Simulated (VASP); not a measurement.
# Nb (Im-3m) in VASP: further runs, part 2 of 2

VASP 6.6.1.

### 4 Relaxation of cell and atoms, PBEsol, target pressure 15 GPa, at which the enthalpy is minimised

This run uses another cell than the first one, of 16.27 Å³/atom.

Input file INCAR:

```
SYSTEM = Nb
PREC     = Accurate       ! precision mode
ENCUT    = 600            ! plane-wave cutoff, eV
EDIFF    = 1E-6           ! SCF threshold, eV
ISMEAR   = 0              ! smearing method
SIGMA    = 0.1            ! smearing width, eV
LREAL    = .False.        ! projectors in reciprocal space
LASPH    = .True.         ! aspherical terms in the spheres
NELM     = 80             ! most SCF steps
ALGO     = Fast           ! electronic algorithm
ISIF     = 3              ! what is computed and relaxed
LWAVE    = .False.        ! write WAVECAR
LCHARG   = .False.        ! write CHGCAR
GGA      = PS             ! functional
IBRION   = 2              ! ionic algorithm
NSW      = 70             ! ionic steps
EDIFFG   = -0.008         ! ionic threshold
PSTRESS  = 150.0
```

Input file KPOINTS:

```
Automatic mesh
0
Gamma
  18 18 18
  0 0 0
```

Input file POSCAR:

```
Nb
1.0
   -1.5961335820      1.5961335820      1.5961335820
    1.5961335820     -1.5961335820      1.5961335820
    1.5961335820      1.5961335820     -1.5961335820
Nb
1
Direct
    0.0000000000      0.0000000000      0.0000000000
```

Potentials or basis: VASP PAW PBE potentials, release 64 (Nb_sv).

Launch:

```
$ cat potpaw_PBE.64/Nb_sv/POTCAR > POTCAR
$ mpirun -np 1 vasp_std > vasp.out
```

OUTCAR:

```text
SYSTEM = Nb
   PREC = Accurate
   ENCUT = 600
   EDIFF = 1E-6
   ISMEAR = 0
   LREAL = .False.
   LASPH = .True.
   NELM = 80
   ISIF = 3
   GGA = PS
   IBRION = 2
   NSW = 70
   EDIFFG = -0.008
   PSTRESS = 150.0

 ion  position               nearest neighbor table
   1  0.000  0.000  0.000-

  LATTYP: Found a body centered cubic cell.
 ALAT       =     3.1922671640

  Lattice vectors:

 A1 = (  -1.5961335820,   1.5961335820,   1.5961335820)
 A2 = (   1.5961335820,  -1.5961335820,   1.5961335820)
 A3 = (   1.5961335820,   1.5961335820,  -1.5961335820)

Analysis of symmetry for initial positions (statically):
=====================================================================
 Subroutine PRICEL returns:
 Original cell was already a primitive cell.

 Routine SETGRP: Setting up the symmetry group for a
 body centered cubic supercell.

 Subroutine GETGRP returns: Found 48 space group operations
 (whereof 48 operations were pure point group operations)
 out of a pool of 48 trial point group operations.

The static configuration has the point symmetry O_h .

Analysis of symmetry for dynamics (positions and initial velocities):
[... 169 lines left out ...]
  in kB      149.1796097    149.1796097    149.1796097      0.0000000      0.0000000      0.0000000
  external PRESSURE =      -0.8203903 kB  Pullay stress =     150.0000000 kB
[... 98 lines left out ...]
--------------------------------------- Ionic step        4  -------------------------------------------

 number of electron      12.9999999 magnetization

 Free energy of the ion-electron system (eV)
  ---------------------------------------------------
  ext. energy  EPLUGINS =         0.00000000
  ---------------------------------------------------
  free energy    TOTEN  =       -10.90019581 eV

  energy without entropy =      -10.89301639  energy(sigma->0) =      -10.89660610

 E-fermi :  12.5457     XC(G=0): -13.1677

 val. band max:       12.5437424119   @ k =   0.2778   0.1667   0.1111
 cond. band min:      12.5493411198   @ k =   0.2778   0.1667   0.0556
 fundamental gap:      0.0055987079
 Fermi energy:        12.5457334571

 k-point     1 :       0.0000    0.0000    0.0000
  band No.  band energies     occupation
      1     -41.6370      2.00000
      2     -16.6902      2.00000
      3     -16.6902      2.00000
      4     -16.6902      2.00000
      5       6.4009      2.00000
      6      12.8545      0.00001
      7      12.8545      0.00001
      8      12.8545      0.00001
      9      16.1183      0.00000
     10      16.1183      0.00000
[... 287 lines left out ...]
 k-point    24 :       0.3889    0.1111    0.0000
  band No.  band energies     occupation
      1     -41.2658      2.00000
      2     -18.4448      2.00000
      3     -17.3272      2.00000
      4     -16.7943      2.00000
      5       8.7968      2.00000
      6      10.7036      2.00000
      7      13.9791      0.00000
      8      16.0464      0.00000
      9      17.3305      0.00000
     10      20.2028      0.00000

 [... further k-points ...]

------------------------ aborting loop because EDIFF is reached ----------------------------------------

  FORCE on cell =-STRESS in cart. coord.  units (eV):
  Direction    XX          YY          ZZ          XY          YZ          ZX
  --------------------------------------------------------------------------------------
  -------------------------------------------------------------------------------------
  Total        1.5279890      1.5279890      1.5279890      0.0000000      0.0000000     -0.0000000
  in kB      150.5405685    150.5405685    150.5405685      0.0000000      0.0000000     -0.0000000
  external PRESSURE =       0.5405685 kB  Pullay stress =     150.0000000 kB
[... 20 lines left out ...]
  energy  without entropy=      -10.8930163914  energy(sigma->0) =      -10.89660610

  enthalpy is  TOTEN    =        -9.3776935854 eV   P V=        1.5225022246

 reached required accuracy - stopping structural energy minimisation
```

Wall time 50 s (1 thread of Intel Xeon 6975P-C (Granite Rapids), shared host); peak memory 0.17 GiB.

Results:

| Item | Value |
| --- | --- |
| Free energy | -10.9002 eV |
| Relaxed volume | 16.26 Å³/atom |
| Relaxed cell | a = 2.764 Å, b = 2.764 Å, c = 2.764 Å, α = 109.47°, β = 109.47°, γ = 109.47° |
| Space group after relaxing (to 0.1 Å) | Im-3m (No. 229) |
| Energy change on relaxing (the run minimises the enthalpy) | +0.3 meV/atom |
| Ionic steps | 4 |
| Pressure after relaxing | 15.1 GPa |
| Band gap on the k mesh | zero (an odd number of electrons rules out a gap without spin polarisation) |

The path:
| step | energy change (eV) | largest force (eV/Å) | pressure (GPa) | volume (Å³) |
| --- | --- | --- | --- | --- |
| 1 | 0.0000 | 0.0000 | 14.92 | 16.27 |
| 2 | 0.0018 | 0.0000 | 15.13 | 16.25 |
| 3 | 0.0007 | 0.0000 | 15.11 | 16.26 |
| 4 | 0.0003 | 0.0000 | 15.05 | 16.26 |

Final structure:
```
Nb
1.0
    -1.59602    1.59602    1.59602
     1.59602   -1.59602    1.59602
     1.59602    1.59602   -1.59602
Nb
1
Direct
  0.00000 0.00000 0.00000
```

Caveat: the cell is relaxed towards a set pressure, so the run minimises the enthalpy, not the energy; the PAW data sets were made with another functional, which shifts forces and pressure a little.

### 5 Relaxation of cell and atoms, PBEsol, target pressure 8 GPa, at which the enthalpy is minimised

This run uses another cell than the first one, of 16.80 Å³/atom.

Input file INCAR:

```
SYSTEM = Nb
  PREC = Accurate
  ENCUT = 600
  EDIFF = 1E-6
  ISMEAR = 0
  SIGMA = 0.1
  LREAL = .False.
  LASPH = .True.
  NELM = 100
  ALGO = Normal
  ISIF = 3
  LWAVE = .False.
  LCHARG = .False.
  GGA = PS
  IBRION = 2
  NSW = 70
  EDIFFG = -0.008
  PSTRESS = 80.0
```

Input file KPOINTS:

```
regular mesh
0
Gamma
  18 18 18
  0 0 0
```

Input file POSCAR:

```
Nb
1.0
   -1.6135452628      1.6135452628      1.6135452628
    1.6135452628     -1.6135452628      1.6135452628
    1.6135452628      1.6135452628     -1.6135452628
Nb
1
Direct
    0.0000000000      0.0000000000      0.0000000000
```

Launch:

```
$ cat potpaw_PBE.64/Nb_sv/POTCAR > POTCAR
$ mpirun -np 1 vasp_std > vasp.out
```

Run time: 31 s. Hardware: 1 thread of Intel Xeon 6975P-C (Granite Rapids), shared host; peak memory 0.17 GiB.

Results (log left out):

```yaml
Free_energy: -10.9382 eV
Relaxed_volume: 16.79 Å³/atom
Relaxed_cell: a = 2.794 Å, b = 2.794 Å, c = 2.794 Å, α = 109.47°, β = 109.47°, γ = 109.47°
Space_group_after_relaxing_to_0.1_Å: Im-3m (No. 229)
Energy_change_on_relaxing_the_run_minimises_the_enthalpy: +0.6 meV/atom
Ionic_steps: 3
Pressure_after_relaxing: 8.0 GPa
Band_gap_on_the_k_mesh: zero (an odd number of electrons rules out a gap without spin polarisation)
```

Step by step:
```tsv
step	energy change (eV)	largest force (eV/Å)	pressure (GPa)	volume (Å³)
1	0.0000	0.0000	7.83	16.80
2	0.0023	0.0000	8.38	16.76
3	0.0006	0.0000	8.01	16.79
```

Final structure:
```
Nb
1.0
    -1.61314    1.61314    1.61314
     1.61314   -1.61314    1.61314
     1.61314    1.61314   -1.61314
Nb
1
Direct
  0.00000 0.00000 0.00000
```

Levels at points of the mesh, in eV from the Fermi level:
```tsv
k point	band 4	band 5	band 6	band 7	band 8	band 9
(0.00, 0.00, 0.00)	-29.34	-6.09	0.34	0.34	0.34	3.49
(0.50, 0.00, 0.00)	-29.36	-4.04	-1.89	2.66	3.57	4.32
(0.50, 0.50, 0.50)	-30.49	-4.16	-4.16	6.14	6.14	6.14
```

Caveat: the cell is relaxed towards a set pressure, so the run minimises the enthalpy, not the energy; the PAW data sets were made with another functional, which shifts forces and pressure a little.

### 6 Relaxation of cell and atoms, PBEsol, target pressure 3 GPa, at which the enthalpy is minimised

This run uses another cell than the first one, of 17.04 Å³/atom.

Input file INCAR:

```
ALGO = Fast
EDIFF = 1E-7
EDIFFG = -0.008
ENCUT = 600
GGA = PS
IBRION = 2
ISIF = 3
ISMEAR = 0
LASPH = T
LCHARG = F
LREAL = F
LWAVE = F
NELM = 100
NSW = 70
PREC = Accurate
PSTRESS = 30.0
SIGMA = 0.1
```

Input file KPOINTS:

```
k-points
0
Gamma
  18 18 18
```

Input file POSCAR:

```
Nb
1.0
   -1.6209286766      1.6209286766      1.6209286766
    1.6209286766     -1.6209286766      1.6209286766
    1.6209286766      1.6209286766     -1.6209286766
Nb
1
Direct
    0.0000000000      0.0000000000      0.0000000000
```

Potentials or basis: VASP PAW PBE potentials, release 64 (Nb_sv).

Launch:

```
$ cat potpaw_PBE.64/Nb_sv/POTCAR > POTCAR
$ mpirun -np 1 vasp_std > vasp.out
```

Wall time 1.8 min (1 thread of Intel Xeon 6975P-C (Granite Rapids), shared host); peak memory 0.18 GiB.

The run converged. Its results:

| Quantity | Value |
| --- | --- |
| Free energy | -10.9529 eV |
| Relaxed volume | 17.22 Å³/atom |
| Relaxed cell | a = 2.818 Å, b = 2.818 Å, c = 2.818 Å, α = 109.47°, β = 109.47°, γ = 109.47° |
| Space group after relaxing (to 0.1 Å) | Im-3m (No. 229) |
| Energy change on relaxing (the run minimises the enthalpy) | -4.6 meV/atom |
| Ionic steps | 3 |
| Pressure after relaxing | 3.0 GPa |
| Band gap on the k mesh | zero (an odd number of electrons rules out a gap without spin polarisation) |

The path:
```
step  energy change (eV)  largest force (eV/Å)  pressure (GPa)  volume (Å³)
   1              0.0000                0.0000            5.07        17.04
   2             -0.0069                0.0000           -0.86        17.58
   3             -0.0046                0.0000            2.98        17.22
```

Final structure:
```
Nb
1.0
    -1.62672    1.62672    1.62672
     1.62672   -1.62672    1.62672
     1.62672    1.62672   -1.62672
Nb
1
Direct
  0.00000 0.00000 0.00000
```

Levels at points of the mesh, in eV from the Fermi level:
```
           k point  band 3  band 4  band 5  band 6  band 7  band 8  band 9  band 10
(0.00, 0.00, 0.00)  -29.42  -29.42   -6.04    0.36    0.36    0.36    3.42     3.42
(0.50, 0.00, 0.00)  -29.91  -29.44   -3.92   -1.79    2.52    3.49    4.21     6.80
(0.50, 0.50, 0.50)  -30.49  -30.49   -4.00   -4.00    5.96    5.96    5.97     9.45
```

Caveat: the cell is relaxed towards a set pressure, so the run minimises the enthalpy, not the energy; the PAW data sets were made with another functional, which shifts forces and pressure a little.

### 7 Summary

| task | cell | k mesh | cutoff (eV) | gap on the mesh (eV) | pressure (GPa) |
| --- | --- | --- | --- | --- | --- |
| single point | a = 2.632 Å, angles 109.5°, 1 atom | 20 × 20 × 20 | 520 | none | 59.8 |
| relaxation of cell and atoms | relaxed to 30 GPa from a = 2.710 Å, angles 109.5°, 1 atom | 18 × 18 × 18 | 600 | none | 30.0 |
| relaxation of cell and atoms | relaxed to 15 GPa from a = 2.765 Å, angles 109.5°, 1 atom | 18 × 18 × 18 | 600 | none | 15.1 |
| relaxation of cell and atoms | relaxed to 8 GPa from a = 2.795 Å, angles 109.5°, 1 atom | 18 × 18 × 18 | 600 | none | 8.0 |
| relaxation of cell and atoms | relaxed to 3 GPa from a = 2.808 Å, angles 109.5°, 1 atom | 18 × 18 × 18 | 600 | none | 3.0 |

Alike in all rows: level PBEsol; potentials or basis VASP PAW PBE potentials, release 64 (Nb_sv); no spin polarisation; smearing gaussian 0.1 eV.

Caveats: the PAW data sets were made with another functional, which shifts forces and pressure a little; the cell is relaxed towards a set pressure, so the run minimises the enthalpy, not the energy (at least some runs); the cell stands under pressure (at least some runs).

Total energies depend on the potentials used, so only differences within one code and one set of settings carry meaning.
